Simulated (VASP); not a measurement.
# Ga2N (Fm-3m) in VASP: further runs, part 2 of 2

VASP 6.6.1.

### 3 Relaxation of cell and atoms, PBE

This run uses another cell than the first one, of 18.79 Å³/atom, 1.228 times its volume.

Input file INCAR:

```
ALGO = Normal
EDIFF = 1E-6
EDIFFG = -0.04
ENCUT = 600
GGA = PE
IBRION = 2
ISIF = 3
ISMEAR = 0
LASPH = True
LCHARG = False
LREAL = False
LWAVE = False
NELM = 60
NSW = 90
PREC = Accurate
SIGMA = 0.1
```

Input file KPOINTS:

```
k-points
0
Gamma
  6 6 6
```

Input file POSCAR:

```
Ga2N
1.0
    0.0000000000      3.0433669800      3.0433669800
    3.0433669800      0.0000000000      3.0433669800
    3.0433669800      3.0433669800      0.0000000000
Ga N
2 1
Direct
    0.2500000000      0.2500000000      0.2500000000
    0.7500000000      0.7500000000      0.7500000000
    0.5000000000      0.5000000000      0.5000000000
```

Potentials or basis: VASP PAW PBE potentials, release 64 (Ga_d, N).

Run with:

```bash
> cat potpaw_PBE.64/Ga_d/POTCAR potpaw_PBE.64/N/POTCAR > POTCAR
> mpirun -np 1 vasp_std > vasp.out
```

OUTCAR:

```text
EDIFF = 1E-6
   EDIFFG = -0.04
   ENCUT = 600
   GGA = PE
   IBRION = 2
   ISIF = 3
   ISMEAR = 0
   LASPH = True
   LREAL = False
   NELM = 60
   NSW = 90
   PREC = Accurate

 ion  position               nearest neighbor table
   1  0.250  0.250  0.250-
   2  0.750  0.750  0.750-
   3  0.500  0.500  0.500-

  LATTYP: Found a face centered cubic cell.
 ALAT       =     6.0867339600

  Lattice vectors:

 A1 = (   0.0000000000,   3.0433669800,   3.0433669800)
 A2 = (   3.0433669800,   0.0000000000,   3.0433669800)
 A3 = (   3.0433669800,   3.0433669800,   0.0000000000)

Analysis of symmetry for initial positions (statically):
=====================================================================
 Subroutine PRICEL returns:
 Original cell was already a primitive cell.

 Routine SETGRP: Setting up the symmetry group for a
 face centered cubic supercell.

 Subroutine GETGRP returns: Found 48 space group operations
 (whereof 48 operations were pure point group operations)
 out of a pool of 48 trial point group operations.

The static configuration has the point symmetry O_h .

Analysis of symmetry for dynamics (positions and initial velocities):
=====================================================================
 Subroutine PRICEL returns:
 Original cell was already a primitive cell.

 Routine SETGRP: Setting up the symmetry group for a
 face centered cubic supercell.

 Subroutine GETGRP returns: Found 48 space group operations
 (whereof 48 operations were pure point group operations)
 out of a pool of 48 trial point group operations.

The dynamic configuration has the point symmetry O_h .

 Subroutine INISYM returns: Found 48 space group operations
 (whereof 48 operations are pure point group operations),
 and found     1 'primitive' translations

----------------------------------------------------------------------------------------

                                     Primitive cell

  volume of cell :      56.3758

  direct lattice vectors                    reciprocal lattice vectors
     0.000000000  3.043366980  3.043366980    -0.164291721  0.164291721  0.164291721
     3.043366980  0.000000000  3.043366980     0.164291721 -0.164291721  0.164291721
     3.043366980  3.043366980  0.000000000     0.164291721  0.164291721 -0.164291721

  length of vectors
     4.303970858  4.303970858  4.303970858     0.284561609  0.284561609  0.284561609

  position of ions in fractional coordinates (direct lattice)
     0.250000000  0.250000000  0.250000000
     0.750000000  0.750000000  0.750000000
     0.500000000  0.500000000  0.500000000

  ion indices of the primitive-cell ions
   primitive index   ion index
                 1           1
                 2           2
                 3           3

----------------------------------------------------------------------------------------

 KPOINTS: k-points

Automatic generation of k-mesh.
 Grid dimensions read from file:
 generate k-points for:    6    6    6

 Generating k-lattice:

  Cartesian coordinates                     Fractional coordinates (reciprocal lattice)
    -0.027381954  0.027381954  0.027381954     0.166666667  0.000000000  0.000000000
     0.027381954 -0.027381954  0.027381954     0.000000000  0.166666667  0.000000000
     0.027381954  0.027381954 -0.027381954     0.000000000  0.000000000  0.166666667

  Length of vectors
     0.047426935  0.047426935  0.047426935

  Shift w.r.t. Gamma in fractional coordinates (k-lattice)
     0.000000000  0.000000000  0.000000000

 Subroutine IBZKPT returns following result:
 ===========================================

 Found     16 irreducible k-points:

 Following reciprocal coordinates:
            Coordinates               Weight
  0.000000  0.000000  0.000000      1.000000
  0.166667  0.000000  0.000000      8.000000
  0.333333  0.000000  0.000000      8.000000
  0.500000  0.000000  0.000000      4.000000
  0.166667  0.166667  0.000000      6.000000
  0.333333  0.166667  0.000000     24.000000
[... 8 lines left out ...]
 -0.333333  0.333333  0.166667     24.000000
 -0.333333  0.500000  0.166667     12.000000
   k-points           NKPTS =     16   k-points in BZ     NKDIM =     16   number of bands    NBANDS=     19
   number of dos      NEDOS =    301   number of ions     NIONS =      3
   total plane-waves  NPLWV =  46656
   dimension x,y,z NGX =    36 NGY =   36 NGZ =   36
   dimension x,y,z NGXF=    72 NGYF=   72 NGZF=   72
   ions per type =               2   1
   NGX,Y,Z   is equivalent  to a cutoff of  13.91, 13.91, 13.91 a.u.
   NGXF,Y,Z  is equivalent  to a cutoff of  27.81, 27.81, 27.81 a.u.
 SYSTEM =  unknown system
   PREC   = accura    normal or accurate (medium, high low for compatibility)
   ISTART =      0    job   : 0-new  1-cont  2-samecut
   ICHARG =      2    charge: 1-file 2-atom 10-const
   ISPIN  =      1    spin polarized calculation?
   LNONCOLLINEAR =      F non collinear calculations
   LSORBIT =      F    spin-orbit coupling
   LASPH  =      T    aspherical Exc in radial PAW
   ENCUT  =  600.0 eV  44.10 Ry    6.64 a.u.   8.60  8.60  8.60*2*pi/ulx,y,z
   NELM   =     60;   NELMIN=  2; NELMDL= -5     # of ELM steps
   EDIFF  = 0.1E-05   stopping-criterion for ELM
   LREAL  =      F    real-space projection
   EDIFFG = -.4E-01   stopping-criterion for IOM
   NSW    =     90    number of steps for IOM
   IBRION =      2    ionic relax: 0-MD 1-quasi-New 2-CG
   NFREE  =      1    steps in history (QN), initial steepest desc. (CG)
   ISIF   =      3    stress and relaxation
   ISYM   =      2    0-nonsym 1-usesym 2-fastsym
   POTIM  = 0.5000    time-step for ionic-motion
   TEBEG  =    0.0;   TEEND  =   0.0 temperature during run
   PSTRESS=    0.0 pullay stress
   NELECT =      31.0000    total number of electrons
   NUPDOWN=      -1.0000    fix difference up-down
   EMIN   =  10.00;   EMAX   =-10.00  energy-range for DOS
   EFERMI =   0.00;   METHOD = LEGACY
   ISMEAR =     0;   SIGMA  =   0.10  broadening in eV -4-tet -1-fermi 0-gaus
   EFERMI_NEDOS =   21; number of points for ismear=-14 and -15
   IALGO  =     38    algorithm
   IMIX   =      4    mixing-type and parameters
     AMIX     =   0.40;   BMIX     =  1.00
     AMIX_MAG =   1.60;   BMIX_MAG =  1.00
  volume/ion in A,a.u.               =      18.79       126.81
  Fermi-wavevector in a.u.,A,eV,Ry     =   1.341213  2.534525 24.474870  1.798852
  Thomas-Fermi vector in A             =   2.469464
   LORBIT       =      0    0 simple, 1 ext, 2 COOP (PROOUT), +10 PAW based schemes
   GGA     = PE    functional components
   LHFCALC =     F    Hartree Fock is set to
   AEXX    =    0.0000 exact exchange contribution
   IVDW    =     0    specifies the selected vdW correction
   LEPSILON=     F    determine dielectric tensor
   LRPA    =     F    only Hartree local field effects (RPA)
 conjugate gradient relaxation of ions
 non-spin polarized calculation
 Gauss-broadening in eV      SIGMA  =   0.10
  energy-cutoff  :      600.00
  volume of cell :       56.38
 maximum number of plane-waves:      1895
 NGX is ok and might be reduce to    36
   NGX = 17   NGY = 17   NGZ = 17

--------------------------------------- Ionic step        1  -------------------------------------------

 number of electron      31.0000014 magnetization

 Free energy of the ion-electron system (eV)
  ---------------------------------------------------
  ext. energy  EPLUGINS =         0.00000000
  ---------------------------------------------------
  free energy    TOTEN  =       -11.48713631 eV

  energy without entropy =      -11.48587200  energy(sigma->0) =      -11.48650416

 E-fermi :   3.4307     XC(G=0): -10.0064

 val. band max:        3.2071873751   @ k =   0.5000   0.3333   0.0000
 cond. band min:       3.5277253244   @ k =  -0.3333   0.5000   0.1667
 fundamental gap:      0.3205379494
 Fermi energy:         3.4306562457

 k-point     1 :       0.0000    0.0000    0.0000
  band No.  band energies     occupation
      1     -11.3344      2.00000
      2     -11.3344      2.00000
      3     -11.2639      2.00000
      4     -11.2639      2.00000
      5     -11.2639      2.00000
      6     -11.1126      2.00000
[... 11 lines left out ...]
     18       5.2729      0.00000
     19       5.2729      0.00000
[... 399 lines left out ...]
  energy  without entropy=      -11.8392019942  energy(sigma->0) =      -11.84087691

--------------------------------------- Ionic step        3  -------------------------------------------

 number of electron      30.9999997 magnetization

 Free energy of the ion-electron system (eV)
  ---------------------------------------------------
  ext. energy  EPLUGINS =         0.00000000
  ---------------------------------------------------
  free energy    TOTEN  =       -11.85920886 eV

  energy without entropy =      -11.85647891  energy(sigma->0) =      -11.85784388

 E-fermi :   5.3157     XC(G=0): -11.0363

 val. band max:        5.2645166729   @ k =  -0.1667   0.1667   0.0000
 cond. band min:       5.5523410359   @ k =   0.1667   0.0000   0.0000
 fundamental gap:      0.2878243629
 Fermi energy:         5.3156884829

 k-point     1 :       0.0000    0.0000    0.0000
  band No.  band energies     occupation
      1      -9.8136      2.00000
      2      -9.7132      2.00000
      3      -9.7132      2.00000
      4      -9.6186      2.00000
      5      -9.6186      2.00000
      6      -9.6186      2.00000
[... 11 lines left out ...]
     18       7.1030      0.00000
     19       7.3282      0.00000
[... 358 lines left out ...]
  FREE ENERGIE OF THE ION-ELECTRON SYSTEM (eV)
  ---------------------------------------------------
  free  energy   TOTEN  =       -11.8592088574 eV

  energy  without entropy=      -11.8564789069  energy(sigma->0) =      -11.85784388

 reached required accuracy - stopping structural energy minimisation
```

CONTCAR:

```text
Ga2N
   1.00000000000000
     0.0000000000000000    2.8410907602407729    2.8410907602407729
     2.8410907602407729   -0.0000000000000000    2.8410907602407729
     2.8410907602407729    2.8410907602407729   -0.0000000000000000
  Ga              N
     2     1
Direct
     0.2500000000000000    0.2500000000000000    0.2500000000000000
     0.7500000000000000    0.7500000000000000    0.7500000000000000
     0.5000000000000000    0.5000000000000000    0.5000000000000000

  0.00000000E+00  0.00000000E+00  0.00000000E+00
  0.00000000E+00  0.00000000E+00  0.00000000E+00
  0.00000000E+00  0.00000000E+00  0.00000000E+00
```

It took 66 s on 1 thread of Intel Xeon Platinum 8259CL at 2.50GHz (Skylake/Cascade Lake), shared host; peak memory 0.22 GiB.

What came out:

| Item | Value |
| --- | --- |
| Free energy | -11.8592 eV |
| Relaxed volume | 15.29 Å³/atom |
| Relaxed cell | a = 4.018 Å, b = 4.018 Å, c = 4.018 Å, α = 60.00°, β = 60.00°, γ = 60.00° |
| Space group after relaxing (to 0.05 Å) | Fm-3m (No. 225) |
| Energy gained by relaxing | 124.0 meV/atom |
| Ionic steps | 3 |
| Pressure after relaxing | 0.1 GPa |

Step by step:
```csv
step,energy change (eV),largest force (eV/Å),pressure (GPa),volume (Å³)
1,0.0000,0.0000,-9.47,56.38
2,-0.3554,0.0000,-2.80,47.79
3,-0.3721,0.0000,0.13,45.87
```

Final structure:
```xyz
3
Lattice="0.0000 2.8411 2.8411 2.8411 0.0000 2.8411 2.8411 2.8411 0.0000" Properties=species:S:1:pos:R:3 pbc="T T T"
Ga    1.4205    1.4205    1.4205
Ga    4.2616    4.2616    4.2616
N     2.8411    2.8411    2.8411
```

Caveat: the volume moved by over 15 % at a fixed basis, so the end points are rough.

### 4 Single point, PBE

This run uses another cell than the first one, of 15.45 Å³/atom, 1.009 times its volume.

Input file INCAR:

```
  PREC = Accurate
  ENCUT = 520
  EDIFF = 1E-6
  ISMEAR = 0
  SIGMA = 0.1
  LREAL = False
  LASPH = True
  NELM = 60
  ALGO = Normal
  ISIF = 2
  LWAVE = False
  LCHARG = True
  GGA = PE
  LELF = True
  LVHAR = True
  NBANDS = 22
```

Input file KPOINTS:

```
regular mesh
0
Gamma
  14 14 14
```

Input file POSCAR:

```
Ga2N
1.0
    0.0000000000      2.8510549594      2.8510549594
    2.8510549594      0.0000000000      2.8510549594
    2.8510549594      2.8510549594      0.0000000000
Ga N
2 1
Direct
    0.2500000000      0.2500000000      0.2500000000
    0.7500000000      0.7500000000      0.7500000000
    0.5000000000      0.5000000000      0.5000000000
```

Run with:

```bash
> cat potpaw_PBE.64/Ga_d/POTCAR potpaw_PBE.64/N/POTCAR > POTCAR
> mpirun -np 1 vasp_std > vasp.out
```

Run time: 1.9 min. Hardware: 1 thread of Intel Xeon Platinum 8259CL at 2.50GHz (Skylake/Cascade Lake), shared host; peak memory 0.23 GiB.

Results (log left out):

- Free energy: -11.8036 eV
- Pressure: 0.1 GPa

Levels at points of the mesh, in eV from the Fermi level:
| k point | band 14 | band 15 | band 16 | band 17 | band 18 | band 19 |
| --- | --- | --- | --- | --- | --- | --- |
| (0.00, 0.00, 0.00) | -2.71 | -2.71 | 1.51 | 1.51 | 1.51 | 1.64 |
| (0.50, 0.00, 0.00) | -3.37 | -3.37 | 1.51 | 2.35 | 2.35 | 3.96 |
| (0.50, 0.50, 0.00) | -4.64 | -2.87 | -1.84 | 1.64 | 3.92 | 3.92 |

### 5 Overview

| task | cell | k mesh | cutoff (eV) | gap on the mesh (eV) | pressure (GPa) |
| --- | --- | --- | --- | --- | --- |
| single point | a = 4.020 Å, angles 60.0°, 3 atoms | 6 × 6 × 6 | 520 | none | 0.1 |
| relaxation of cell and atoms | relaxed from a = 4.304 Å, angles 60.0°, 3 atoms | 6 × 6 × 6 | 600 | none | 0.1 |
| single point | a = 4.032 Å, angles 60.0°, 3 atoms | 14 × 14 × 14 | 520 | none | 0.1 |

Alike in all rows: level PBE; potentials or basis VASP PAW PBE potentials, release 64 (Ga_d, N); no spin polarisation; smearing gaussian 0.1 eV.

Caveats: the volume moved by over 15 % at a fixed basis, so the end points are rough (some runs).

Total energies depend on the potentials used, so only differences within one code and one set of settings carry meaning.
